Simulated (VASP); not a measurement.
Crystal: B.

```
B
1.0
    -1.49549    1.74471    2.59538
     1.49549   -1.74471    2.59538
     1.49549    1.74471   -2.59538
B
3
Direct
  0.50000 0.00000 0.50000
  0.00000 0.00000 0.00000
  0.50000 0.50000 0.00000
```

The cell was built from a structure type or drawn by symmetry, and may not be a known phase.

```yaml
Program: VASP 6.6.1
Task: relaxation of cell and atoms
Functional: PBE
Potentials_or_basis: VASP PAW PBE potentials, release 64 (B)
Cutoff: 600 eV
k_mesh: 8 × 8 × 8
Occupations: gaussian, width 0.1 eV
Spin: no spin polarisation
```

At the start: pressure 1.6 GPa; volume 9.03 Å³/atom.

Where does the relaxation end?

Over 19 steps the energy falls by 283.6 meV/atom and the volume is 12.20 Å³/atom (+35.1 %); space group Immm (No. 71, to 0.1 Å) before, I4/mmm (No. 139, to 0.1 Å).

The path:
```tsv
step	energy change (eV)	largest force (eV/Å)	pressure (GPa)	volume (Å³)
1	0.0000	0.0000	1.56	27.09
2	-0.4035	0.0000	-8.50	27.15
3	-0.4444	0.0000	-9.22	27.19
4	-0.5025	0.0000	6.53	25.32
5	-0.5277	0.0000	0.59	25.93
6	-0.6009	0.0000	6.78	25.62
7	-0.6019	0.0000	7.97	25.57
8	-0.6615	0.0000	6.59	26.43
9	-0.7538	0.0000	5.31	28.97
10	-0.7444	0.0000	6.71	33.88
11	-0.7926	0.0000	4.86	34.97
12	-0.8427	0.0000	0.97	37.77
13	-0.8445	0.0000	0.67	37.68
14	-0.8479	0.0000	-0.26	37.40
15	-0.8462	0.0000	-2.11	36.81
16	-0.8485	0.0000	-0.89	37.20
17	-0.8499	0.0000	-0.69	36.94
18	-0.8503	0.0000	-0.53	36.75
19	-0.8507	0.0000	-0.07	36.59
```

Final structure:
```
B
1.0
    -1.54981    1.54830    3.81186
     1.54981   -1.54830    3.81186
     1.54981    1.54830   -3.81186
B
3
Direct
  0.50000 0.00000 0.50000
  0.00000 0.00000 0.00000
  0.50000 0.50000 0.00000
```

Caveat: the volume moved by over 15 % at a fixed basis, so the end points are rough.
